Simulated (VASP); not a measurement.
A run of VASP 6.6.1 is set up as follows.

The input INCAR:

```
ALGO = Normal
EDIFF = 1E-6
ENCUT = 520
GGA = PS
ISIF = 2
ISMEAR = -1
IVDW = 13
LASPH = T
LCHARG = F
LREAL = F
LWAVE = F
NBANDS = 35
NELM = 100
PREC = Accurate
SIGMA = 0.05
```

Contents of KPOINTS:

```
k-points
0
Gamma
  5 3 7
```

The input POSCAR:

```
Al2O3
1.0
    4.5502791438      0.0000000000      0.0000000000
    0.0000000000      9.5810805058      0.0000000000
    0.0000000000      0.0000000000      2.9950326007
Al O
4 6
Direct
    1.1117864403      0.8333944472      0.0000000000
   -0.1117864403      0.1666055528      0.0000000000
    0.6117864403      0.6666055528      0.5000000000
    0.3882135597      0.3333944472      0.5000000000
    0.5000000000      0.5000000000      0.5000000000
    0.3028294104      0.7846414908      0.5000000000
    0.1971705896      0.2846414908      0.0000000000
    0.8028294104      0.7153585092      0.0000000000
    0.0000000000      0.0000000000      0.0000000000
    0.6971705896      0.2153585092      0.5000000000
```

Potentials or basis: VASP PAW PBE potentials, release 64 (Al, O).

Run with:

```console
$ cat potpaw_PBE.64/Al/POTCAR potpaw_PBE.64/O/POTCAR > POTCAR
$ mpirun -np 1 vasp_std > vasp.out
```

(1) Predict the pressure.

(2) Predict the band gap on the k mesh.

(3) What does it give for the largest force?

(4) What does it give for the dispersion energy per atom?

Answers

(1) 0.2 GPa.

(2) 3.45 eV, direct.

(3) 0.050 eV/Å.

(4) -0.104 eV.

Caveat: the PAW data sets were made with another functional, which shifts forces and pressure a little.
